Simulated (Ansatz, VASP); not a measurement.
MnO2: VASP beside Ansatz

File INCAR:

```
ALGO     = Normal         # electronic algorithm
EDIFF    = 1E-6           # SCF threshold, eV
ENCUT    = 520            # plane-wave cutoff, eV
GGA      = PE             # functional
ISIF     = 2              # what is computed and relaxed
ISMEAR   = 0              # smearing method
ISPIN    = 2              # spin polarisation
LASPH    = T              # aspherical terms in the spheres
LCHARG   = T              # write CHGCAR
LDAU     = T              # DFT+U
LDAUJ    = 0 0          
LDAUL    = 2 -1           # shell
LDAUPRINT= 1            
LDAUTYPE = 2            
LDAUU    = 3.9 0          # U, eV
LELF     = T              # ELF
LMAXMIX  = 4              # l up to which the mixer works
LORBIT   = 11             # projections on sites
LREAL    = F              # projectors in reciprocal space
LVHAR    = T            
LWAVE    = F              # write WAVECAR
MAGMOM   = 4 -4 0 0 0 0   # initial moments
NBANDS   = 38             # bands
NELM     = 150            # most SCF steps
PREC     = Accurate       # precision mode
SIGMA    = 0.02           # smearing width, eV
```

Contents of KPOINTS:

```
k-points
0
Gamma
  12 12 3
```

The input POSCAR:

```
MnO2
1.0
    2.8179710400      0.0000000000      0.0000000000
   -1.4089855200      2.4404345077      0.0000000000
    0.0000000000      0.0000000000      9.0783714101
Mn O
2 4
Direct
    0.0000000000      0.0000000000      0.2500000000
    0.0000000000      0.0000000000      0.7500000000
    0.6666666667      0.3333333333      0.1468537150
    0.3333333333      0.6666666667      0.3531462850
    0.6666666667      0.3333333333      0.6468537150
    0.3333333333      0.6666666667      0.8531462850
```

Input for Ansatz:

```yaml
crystal:
  lattice:
    - [2.81797104, 0.0, 0.0]
    - [-1.40898552, 2.4404345077, 0.0]
    - [0.0, 0.0, 9.0783714101]
  atoms:
    - { symbol: Mn, position: [0.0, 0.0, 0.25], spin: 4.0 }
    - { symbol: O, position: [0.6666666667, 0.3333333333, 0.146853715] }
    - { symbol: O, position: [0.3333333333, 0.6666666667, 0.353146285] }
    - { symbol: Mn, position: [0.0, 0.0, 0.75], spin: -4.0 }
    - { symbol: O, position: [0.6666666667, 0.3333333333, 0.646853715] }
    - { symbol: O, position: [0.3333333333, 0.6666666667, 0.853146285] }
basis:
  ecutwfc: 420
kpoints:
  mp_grid: { grid: [12, 12, 3] }
hamiltonian:
  xc: pbe
  hubbard: { sites: [{ species: Mn, l: d, u_eff: 3.9 }] }
scf:
  occupations: { method: gaussian, width: 0.02 }
output:
  forces: true
  stress: true
  eigenvalues: true
  populations: true
  write_density: true
  write_potential: true
  elf: true
  volumetric_format: npy
magnetization:
  spin_polarized: true
```

Alike in both runs: task single point; functional PBE; k mesh 12 × 12 × 3; occupations gaussian, width 0.02 eV; collinear spin; Hubbard terms Mn d U = 3.9 eV.

```csv
,VASP,Ansatz
version,VASP 6.6.1,Ansatz 0.2.0
potentials or method,"VASP PAW PBE potentials, release 64 (Mn_pv, O), cutoff 520 eV","scalar-relativistic, plane waves, PAW"
valence electrons in the cell,50,54
```

```csv
,VASP,Ansatz,Ansatz less VASP
gap on the k mesh at the Fermi level (eV),2.45,2.43,-0.021
least direct gap on the mesh (eV),2.53,2.53,+0.005
pressure (GPa),20.2,19.2,-1.03
rms of the force components (eV/Å),0.558,0.500,-0.0584
net moment per atom (μB),0.00,0.00,0.000
size of the moment on the site where the two differ most (μB),3.08,2.67,-0.405
```

Site moments also hang on the region over which each program counts them. The programs project onto different local orbitals, so the same U acts differently, and such runs can settle in different states. VASP's potentials hold 50 valence electrons a cell and Ansatz's 54, so a difference there can come from the potentials and not from the codes.
